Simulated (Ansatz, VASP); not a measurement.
## PbF2: VASP beside Ansatz

Contents of POSCAR:

```
PbF2
1.0
    0.0000000000      2.9698500000      2.9698500000
    2.9698500000      0.0000000000      2.9698500000
    2.9698500000      2.9698500000      0.0000000000
Pb F
1 2
Direct
   -0.0364507216      0.0121502405      0.0121502405
    0.2500000000      0.2500000000      0.2500000000
    0.7500000000      0.7500000000      0.7500000000
```

Contents of INCAR.step1:

```
SYSTEM = PbF2
  PREC = Accurate
  ENCUT = 520
  ISMEAR = 0
  SIGMA = 0.05
  LREAL = .False.
  LASPH = .True.
  NELM = 60
  NBANDS = 21
  GGA = PE
  ALGO = Normal
  EDIFF = 1E-4
  LWAVE = .True.
  LCHARG = .False.
```

INCAR.step2

```
SYSTEM = PbF2
  PREC = Accurate
  ENCUT = 520
  EDIFF = 1E-6
  ISMEAR = 0
  SIGMA = 0.05
  LREAL = .False.
  LASPH = .True.
  NELM = 60
  ALGO = Normal
  ISIF = 2
  LWAVE = .False.
  LCHARG = .False.
  METAGGA = R2SCAN
  LMIXTAU = .True.
  NBANDS = 21
  ISTART = 1
```

The input KPOINTS:

```
regular mesh
0
Gamma
  8 8 8
  0 0 0
```

Input for Ansatz:

```yaml
crystal:
  lattice:
    - [0.0, 2.96985, 2.96985]
    - [2.96985, 0.0, 2.96985]
    - [2.96985, 2.96985, 0.0]
  atoms:
    - { symbol: Pb, position: [-0.0364507216, 0.0121502405, 0.0121502405] }
    - { symbol: F, position: [0.25, 0.25, 0.25] }
    - { symbol: F, position: [0.75, 0.75, 0.75] }
basis:
  ecutwfc: 500
kpoints:
  mp_grid: { grid: [8, 8, 8] }
hamiltonian:
  xc: r2scan
scf:
  occupations: { method: gaussian, width: 0.05 }
output:
  forces: true
  stress: true
  eigenvalues: true
```

Change from the starting cell: all Pb atoms moved +0.125 Å, as atom 1 towards its neighbour atom 2 (F) at 2.572 Å.

Alike in both runs: task single point; functional r2SCAN; k mesh 8 × 8 × 8; occupations gaussian, width 0.05 eV; no spin polarisation.

```csv
,VASP,Ansatz
version,VASP 6.6.1,Ansatz 0.2.0
potentials or method,"VASP PAW PBE potentials, release 64 (Pb_d, F), cutoff 520 eV","scalar-relativistic, plane waves, PAW"
valence electrons in the cell,28,28
```

|  | VASP | Ansatz | Ansatz less VASP |
| --- | --- | --- | --- |
| gap on the k mesh at the Fermi level (eV) | 4.94 | 4.94 | 0.000 |
| least direct gap on the mesh (eV) | 5.09 | 5.09 | -0.001 |
| pressure (GPa) | -0.4 | -0.4 | +0.07 |
| traceless stress, the component that is largest in VASP (GPa) | -0.15 | -0.13 | +0.017 |
| rms of the force components (eV/Å) | 0.079 | 0.068 | -0.0106 |

VASP's potentials were made for PBE, not for r2SCAN. Atom by atom the forces differ by 0.011 eV/Å (rms over components). With one functional, cell and mesh, what is left measures potentials, basis and numerics.

Neither program's run includes spin-orbit coupling.
